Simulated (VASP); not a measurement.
# WSe2 in VASP: notebook, part 2 of 2

VASP 6.6.1. Earlier steps stand in the parts before.

**3. Single point, LDA**

This run uses another cell than the first one.

INCAR reads:

```
SYSTEM = WSe2
ALGO = Normal ; EDIFF = 1E-6
ENCUT = 500 ; GGA = CA
GGA_COMPAT = .False. ; ISIF = 2
ISMEAR = 0 ; LASPH = .True.
LCHARG = .False. ; LREAL = .False.
LWAVE = .False. ; NBANDS = 64
NELM = 120 ; PREC = Accurate
SIGMA = 0.02
```

KPOINTS reads:

```
k-points
0
Gamma
  9 9 1
  0 0 0
```

POSCAR reads:

```
WSe2
1.0
    3.2492431627      0.0000000000      0.0000000000
   -1.6246215814      2.8139271220      0.0000000000
    0.0000000000      0.0000000000     34.6405018249
W Se
4 8
Direct
    0.6666666667      0.3333333333      0.9075248368
    0.6666666667      0.3333333333      0.2774098284
    0.3333333333      0.6666666667      0.7225901716
    0.3333333333      0.6666666667      0.0924751632
    0.3333333333      0.6666666667      0.9556474914
    0.3333333333      0.6666666667      0.3254390448
    0.6666666667      0.3333333333      0.7707254872
    0.6666666667      0.3333333333      0.1405966339
    0.3333333333      0.6666666667      0.8594033661
    0.3333333333      0.6666666667      0.2292745128
    0.6666666667      0.3333333333      0.6745609552
    0.6666666667      0.3333333333      0.0443525086
```

Potentials or basis: VASP PAW LDA potentials, release 64 (W_sv, Se).

Run with:

```bash
$ cat potpaw_LDA.64/W_sv/POTCAR potpaw_LDA.64/Se/POTCAR > POTCAR
$ mpirun -np 1 vasp_std > vasp.out
```

OUTCAR:

```text
SYSTEM = WSe2
   EDIFF = 1E-6
   ENCUT = 500
   GGA = CA
   ISIF = 2
   ISMEAR = 0
   LASPH = .True.
   LREAL = .False.
   NELM = 120
   PREC = Accurate

 ion  position               nearest neighbor table
   1  0.667  0.333  0.908-   9 2.51   9 2.51   9 2.51   5 2.51   5 2.51   5 2.51
   2  0.667  0.333  0.277-   6 2.51   6 2.51   6 2.51  10 2.51  10 2.51  10 2.51
   3  0.333  0.667  0.723-  11 2.51  11 2.51  11 2.51   7 2.51   7 2.51   7 2.51
   4  0.333  0.667  0.092-   8 2.51   8 2.51   8 2.51  12 2.51  12 2.51  12 2.51
   5  0.333  0.667  0.956-   1 2.51   1 2.51   1 2.51
   6  0.333  0.667  0.325-   2 2.51   2 2.51   2 2.51
   7  0.667  0.333  0.771-   3 2.51   3 2.51   3 2.51
   8  0.667  0.333  0.141-   4 2.51   4 2.51   4 2.51
   9  0.333  0.667  0.859-   1 2.51   1 2.51   1 2.51
  10  0.333  0.667  0.229-   2 2.51   2 2.51   2 2.51
  11  0.667  0.333  0.675-   3 2.51   3 2.51   3 2.51
  12  0.667  0.333  0.044-   4 2.51   4 2.51   4 2.51

  LATTYP: Found a hexagonal cell.
 ALAT       =     3.2492431627
 C/A-ratio  =    10.6610986283

  Lattice vectors:

 A1 = (   3.2492431627,   0.0000000000,   0.0000000000)
 A2 = (  -1.6246215814,   2.8139271220,   0.0000000000)
 A3 = (   0.0000000000,   0.0000000000,  34.6405018249)

Analysis of symmetry for initial positions (statically):
=====================================================================
 Subroutine PRICEL returns:
 Original cell was already a primitive cell.

 Routine SETGRP: Setting up the symmetry group for a
 hexagonal supercell.

 Subroutine GETGRP returns: Found 12 space group operations
 (whereof 12 operations were pure point group operations)
 out of a pool of 24 trial point group operations.

The static configuration has the point symmetry D_3d.

Analysis of symmetry for dynamics (positions and initial velocities):
=====================================================================
 Subroutine PRICEL returns:
[... 145 lines left out ...]
   LEPSILON=     F    determine dielectric tensor
   LRPA    =     F    only Hartree local field effects (RPA)
 non-spin polarized calculation
 Gauss-broadening in eV      SIGMA  =   0.02
  energy-cutoff  :      500.00
  volume of cell :      316.72
 maximum number of plane-waves:      8082
 NGX is ok and might be reduce to    24
   NGX = 11   NGY = 11   NGZ =127

 number of electron     103.9999997 magnetization

 Free energy of the ion-electron system (eV)
  ---------------------------------------------------
  ext. energy  EPLUGINS =         0.00000000
  ---------------------------------------------------
  free energy    TOTEN  =       -96.86216158 eV

  energy without entropy =      -96.86216158  energy(sigma->0) =      -96.86216158

 E-fermi :   3.6749     XC(G=0):  -8.5942

 val. band max:        3.5878134610   @ k =   0.0000   0.0000   0.0000
 cond. band min:       4.6965350408   @ k =   0.2222   0.1111   0.0000
 fundamental gap:      1.1087215799
 Fermi energy:         3.6749261229

 k-point     1 :       0.0000    0.0000    0.0000
  band No.  band energies     occupation
      1     -70.2024      2.00000
      2     -70.2024      2.00000
      3     -70.1971      2.00000
      4     -70.1971      2.00000
      5     -34.7507      2.00000
      6     -34.7507      2.00000
[... 793 lines left out ...]
     63       6.9179      0.00000
     64       6.9179      0.00000

------------------------ aborting loop because EDIFF is reached ----------------------------------------

  FORCE on cell =-STRESS in cart. coord.  units (eV):
  Direction    XX          YY          ZZ          XY          YZ          ZX
  --------------------------------------------------------------------------------------
  -------------------------------------------------------------------------------------
  Total        1.0413525      1.0413525      1.3571645     -0.0000000      0.0000000      0.0000000
  in kB        5.2677981      5.2677981      6.8653683     -0.0000000      0.0000000      0.0000000
  external PRESSURE =       5.8003215 kB  Pullay stress =       0.0000000 kB

 VOLUME and BASIS-vectors are now :
 -----------------------------------------------------------------------------
  energy-cutoff  :      500.00
  volume of cell :      316.72
      direct lattice vectors                 reciprocal lattice vectors
     3.249243163  0.000000000  0.000000000     0.307763978  0.177687615  0.000000000
    -1.624621581  2.813927122  0.000000000     0.000000000  0.355375231  0.000000000
     0.000000000  0.000000000 34.640501825     0.000000000  0.000000000  0.028867942

 POSITION                                       TOTAL-FORCE (eV/Angst)
 -----------------------------------------------------------------------------------
      1.62462      0.93798     31.43712         0.000000      0.000000     -0.000210
      1.62462      0.93798      9.60962        -0.000000      0.000000      0.000406
     -0.00000      1.87595     25.03089         0.000000     -0.000000     -0.000406
     -0.00000      1.87595      3.20339         0.000000     -0.000000      0.000210
     -0.00000      1.87595     33.10411        -0.000000      0.000000      0.102385
     -0.00000      1.87595     11.27337         0.000000      0.000000      0.104639
      1.62462      0.93798     26.69832        -0.000000     -0.000000      0.103461
      1.62462      0.93798      4.87034         0.000000      0.000000      0.104299
     -0.00000      1.87595     29.77016        -0.000000      0.000000     -0.104299
     -0.00000      1.87595      7.94218         0.000000      0.000000     -0.103461
      1.62462      0.93798     23.36713        -0.000000      0.000000     -0.104639
      1.62462      0.93798      1.53639         0.000000     -0.000000     -0.102385
 -----------------------------------------------------------------------------------
    total drift:                                0.000000      0.000000      0.000000

  FREE ENERGIE OF THE ION-ELECTRON SYSTEM (eV)
  ---------------------------------------------------
  free  energy   TOTEN  =       -96.8621615777 eV

  energy  without entropy=      -96.8621615777  energy(sigma->0) =      -96.86216158
```

stdout:

```text
POSCAR found type information on POSCAR W Se
 POSCAR found :  2 types and      12 ions
 scaLAPACK will be used
 LDA part: xc-table for (Slater(with rela. corr.)+CA(PZ))
 , standard interpolation
 POSCAR, INCAR and KPOINTS ok, starting setup
 FFT: planning ... GRIDC
 FFT: planning ... GRID_SOFT
 FFT: planning ... GRID
 WAVECAR not read
 entering main loop
```

It took 10 min on 1 thread of Oxide Virtual Turin-like, shared host; peak memory 0.36 GiB.

Results:

* Free energy: -96.8622 eV
* Largest force: 0.105 eV/Å
* Band gap on the k mesh: 1.11 eV (least direct gap 1.65 eV)

Forces in eV/Å, atoms in the order of the input:
```
W    0.000  0.000  0.000
W    0.000  0.000  0.000
W    0.000  0.000  0.000
W    0.000  0.000  0.000
Se   0.000  0.000  0.102
Se   0.000  0.000  0.105
Se   0.000  0.000  0.103
Se   0.000  0.000  0.104
Se   0.000  0.000 -0.104
Se   0.000  0.000 -0.103
Se   0.000  0.000 -0.105
Se   0.000  0.000 -0.102
```

Levels at points of the mesh, in eV from the valence-band top:
| k point | band 49 | band 50 | band 51 | band 52 | band 53 | band 54 | band 55 | band 56 |
| --- | --- | --- | --- | --- | --- | --- | --- | --- |
| (0.00, 0.00, 0.00) | -1.05 | -0.47 | -0.16 | 0.00 | 2.77 | 2.77 | 2.78 | 2.78 |

Caveat: there is no dipole correction, which matters where the two faces differ; spin-orbit coupling is left out, which moves the levels of the heavy elements.

**4. Single point, LDA**

This run uses another cell than the first one.

INCAR reads:

```
PREC = Accurate
ENCUT = 500
EDIFF = 1E-6
ISMEAR = 0
SIGMA = 0.02
LREAL = F
LASPH = T
NELM = 120
ALGO = Normal
ISIF = 2
LWAVE = F
LCHARG = F
GGA = CA
NBANDS = 64
GGA_COMPAT = F
```

KPOINTS reads:

```
regular mesh
0
Gamma
  9 9 1
```

POSCAR is that of step 3.

Run with:

```bash
$ cat potpaw_LDA.64/W_sv/POTCAR potpaw_LDA.64/Se/POTCAR > POTCAR
$ mpirun -np 1 vasp_std > vasp.out
```

It took 10 min on 1 thread of Oxide Virtual Turin-like, shared host; peak memory 0.36 GiB.

Results (log left out):

```yaml
Free_energy: -96.8622 eV
Largest_force: 0.105 eV/Å
Band_gap_on_the_k_mesh: 1.11 eV (least direct gap 1.65 eV)
```

Forces in eV/Å, atoms in the order of the input:
```
W    0.000  0.000  0.000
W    0.000  0.000  0.000
W    0.000  0.000  0.000
W    0.000  0.000  0.000
Se   0.000  0.000  0.102
Se   0.000  0.000  0.105
Se   0.000  0.000  0.103
Se   0.000  0.000  0.104
Se   0.000  0.000 -0.104
Se   0.000  0.000 -0.103
Se   0.000  0.000 -0.105
Se   0.000  0.000 -0.102
```

Levels at points of the mesh, in eV from the valence-band top:
```tsv
k point	band 48	band 49	band 50	band 51	band 52	band 53	band 54	band 55	band 56	band 57
(0.00, 0.00, 0.00)	-1.46	-1.05	-0.47	-0.16	0.00	2.77	2.77	2.78	2.78	2.81
```

Caveat: there is no dipole correction, which matters where the two faces differ; spin-orbit coupling is left out, which moves the levels of the heavy elements.
